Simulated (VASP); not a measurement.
A run of VASP 6.6.1 is set up as follows.

INCAR

```
SYSTEM = Al
  ALGO = Normal
  EDIFF = 1E-6
  ENCUT = 520
  GGA = PS
  ISIF = 2
  ISMEAR = -1
  LASPH = .TRUE.
  LCHARG = .FALSE.
  LREAL = .FALSE.
  LWAVE = .FALSE.
  NBANDS = 8
  NELM = 100
  PREC = Accurate
  SIGMA = 0.1
```

Contents of KPOINTS:

```
k-points
0
G
  15 15 15
  0 0 0
```

The input POSCAR:

```
Al
1.0
   -1.6707796245      1.6707796245      1.5912186900
    1.6707796245     -1.6707796245      1.5912186900
    1.6707796245      1.6707796245     -1.5912186900
Al
1
Direct
    0.0000000000      0.0000000000      0.0000000000
```

Potentials or basis: VASP PAW PBE potentials, release 64 (Al).

The run is started by

```sh
$ cat potpaw_PBE.64/Al/POTCAR > POTCAR
$ mpirun -np 1 vasp_std > vasp.out
```

(1) Estimate the pressure.

Answers

(1) -4.3 GPa.

Caveat: the PAW data sets were made with another functional, which shifts forces and pressure a little.
